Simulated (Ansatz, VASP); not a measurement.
# Al3GaN4: VASP beside Ansatz

INCAR

```
PREC = Accurate ; ENCUT = 520
EDIFF = 1E-6 ; ISMEAR = 0
SIGMA = 0.05 ; LREAL = False
LASPH = True ; NELM = 60
ALGO = Normal ; ISIF = 2
LWAVE = False ; LCHARG = False
GGA = PS ; NBANDS = 31
```

KPOINTS

```
regular mesh
0
Gamma
  6 6 6
```

Contents of POSCAR:

```
Al3GaN4
1.0
    4.5393319947      0.2423915143      0.2423915143
    0.2423915143      4.5393319947      0.2423915143
    0.2423915143      0.2423915143      4.5393319947
Al Ga N
3 1 4
Direct
    0.5000000000      0.5000000000      0.0000000000
    0.5000000000      0.0000000000      0.5000000000
    0.0000000000      0.5000000000      0.5000000000
    0.0000000000      0.0000000000      0.0000000000
    0.7447140287      0.7447140287      0.2552859713
    0.7447140287      0.2552859713      0.7447140287
    0.2552859713      0.7447140287      0.7447140287
    0.2552859713      0.2552859713      0.2552859713
```

Input for Ansatz:

```yaml
crystal:
  lattice:
    - [4.5393319947, 0.2423915143, 0.2423915143]
    - [0.2423915143, 4.5393319947, 0.2423915143]
    - [0.2423915143, 0.2423915143, 4.5393319947]
  atoms:
    - { symbol: Al, position: [0.5, 0.5, 0.0] }
    - { symbol: Al, position: [0.5, 0.0, 0.5] }
    - { symbol: Al, position: [0.0, 0.5, 0.5] }
    - { symbol: Ga, position: [0.0, 0.0, 0.0] }
    - { symbol: "N", position: [0.7447140287, 0.7447140287, 0.2552859713] }
    - { symbol: "N", position: [0.7447140287, 0.2552859713, 0.7447140287] }
    - { symbol: "N", position: [0.2552859713, 0.7447140287, 0.7447140287] }
    - { symbol: "N", position: [0.2552859713, 0.2552859713, 0.2552859713] }
basis:
  ecutwfc: 520.0
kpoints:
  mp_grid: { grid: [6, 6, 6] }
hamiltonian:
  xc: pbesol
scf:
  occupations: { method: gaussian, width: 0.05 }
output:
  forces: true
  stress: true
  eigenvalues: true
```

Change from the starting cell: equal engineering shear yz, xz and xy +0.1100, equal normal strain along x, y and z +0.0300.

Alike in both runs: task single point; functional PBEsol; k mesh 6 × 6 × 6; occupations gaussian, width 0.05 eV; no spin polarisation.

```csv
,VASP,Ansatz
version,VASP 6.6.1,Ansatz 0.2.0
potentials or method,"VASP PAW PBE potentials, release 64 (Al, Ga_d, N), cutoff 520 eV","scalar-relativistic, plane waves, PAW"
valence electrons in the cell,42,42
```

Ansatz gave:

| Item | Value |
| --- | --- |
| gap on the k mesh at the Fermi level (eV) | 1.82 |
| least direct gap on the mesh (eV) | 1.82 |
| pressure (GPa) | -8.5 |
| traceless stress, the component that is largest in VASP (GPa) | -15.56 |
| rms of the force components (eV/Å) | 0.074 |

Task: Which values does VASP return?

Result: gap on the k mesh at the Fermi level (eV): 1.82; least direct gap on the mesh (eV): 1.82; pressure (GPa): -8.5; traceless stress, the component that is largest in VASP (GPa): -15.69; rms of the force components (eV/Å): 0.078.

VASP's potentials were made for PBE, not for PBEsol. Atom by atom the forces differ by 0.007 eV/Å (rms over components).
